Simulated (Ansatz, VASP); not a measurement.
# AlNi2 in VASP and in Ansatz

```
Al Ni
1.0
     3.97400    0.00000    0.00000
    -1.98700    3.44159    0.00000
     0.00000    0.00000    4.90426
Al Ni
2 4
Direct
  0.33333 0.66667 0.18987
  0.66667 0.33333 0.81013
  0.33333 0.66667 0.68511
  0.66667 0.33333 0.31489
  0.00000 0.00000 0.50000
  0.00000 0.00000 0.00000
```

Alike in both runs: task single point; functional PBEsol; k mesh 12 × 12 × 8; no spin polarisation.

|  | VASP | Ansatz |
| --- | --- | --- |
| version | VASP 6.6.1 | Ansatz 0.2.0 |
| potentials or method | VASP PAW PBE potentials, release 64 (Al, Ni), cutoff 520 eV | scalar-relativistic, plane waves, PAW |
| occupations | methfessel-paxton of order 1, width 0.3 eV | cold, width 0.3 eV |
| valence electrons in the cell | 46 | 78 |

VASP gave:

| Item | Value |
| --- | --- |
| gap on the k mesh at the Fermi level (eV) | none |
| pressure (GPa) | 0.2 |
| traceless stress, the component that is largest in VASP (GPa) | -0.05 |
| rms of the force components (eV/Å) | 0.022 |

Question: What did Ansatz give for the same quantities?

Answer: gap on the k mesh at the Fermi level (eV): none; pressure (GPa): -0.3; traceless stress, the component that is largest in VASP (GPa): -0.04; rms of the force components (eV/Å): 0.028.

VASP's potentials were made for PBE, not for PBEsol. Atom by atom the forces differ by 0.006 eV/Å (rms over components). A gap of «none» marks a metal or a gap that the smearing closes. VASP's potentials hold 46 valence electrons a cell and Ansatz's 78, so a difference there can come from the potentials and not from the codes.
